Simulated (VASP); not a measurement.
Write the native input for VASP 6.6.1 that does the following.

```yaml
Task: single point
Functional: LDA
Potentials_or_basis: VASP PAW LDA potentials, release 64 (Bi_d, Se)
Cutoff: 520 eV
k_mesh: 9 × 9 × 9
Occupations: gaussian, width 0.03 eV
Spin: no spin polarisation
Dipole_correction: no
Further_INCAR_settings: ALGO = Normal; EDIFF = 1e-06; NBANDS = 32
```

The structure of Bi2Se3 lies in POSCAR:

```
Bi2Se3
1.0
    2.0714992968      1.1959806766      9.5453300000
   -2.0714992968      1.1959806766      9.5453300000
    0.0000000000     -2.3919613533      9.5453300000
Bi Se
2 3
Direct
    0.4008000000      0.4008000000      0.4008000000
    0.5992000000      0.5992000000      0.5992000000
    0.0000000000      0.0000000000      0.0000000000
    0.2117000000      0.2117000000      0.2117000000
    0.7883000000      0.7883000000      0.7883000000
```

The input as run:

INCAR

```
ALGO = Normal
EDIFF = 1E-6
ENCUT = 520
GGA = CA
ISIF = 2
ISMEAR = 0
LASPH = True
LCHARG = False
LREAL = False
LWAVE = False
NBANDS = 32
NELM = 80
PREC = Accurate
SIGMA = 0.03
```

KPOINTS

```
k-points
0
Gamma
  9 9 9
```

Potentials or basis: VASP PAW LDA potentials, release 64 (Bi_d, Se).

Launch:

```bash
$ cat potpaw_LDA.64/Bi_d/POTCAR potpaw_LDA.64/Se/POTCAR > POTCAR
$ mpirun -np 1 vasp_std > vasp.out
```

It gave:

```yaml
Pressure: -1.7 GPa
Largest_force: 0.133 eV/Å
Band_gap_on_the_k_mesh: 0.09 eV
```

Caveat: spin-orbit coupling is left out, which moves the levels of the heavy elements.

Run time: 14 min on 1 thread of Intel(R) Xeon(R) 6975P-C (Granite Rapids), on a shared host, peak memory 0.89 GiB.
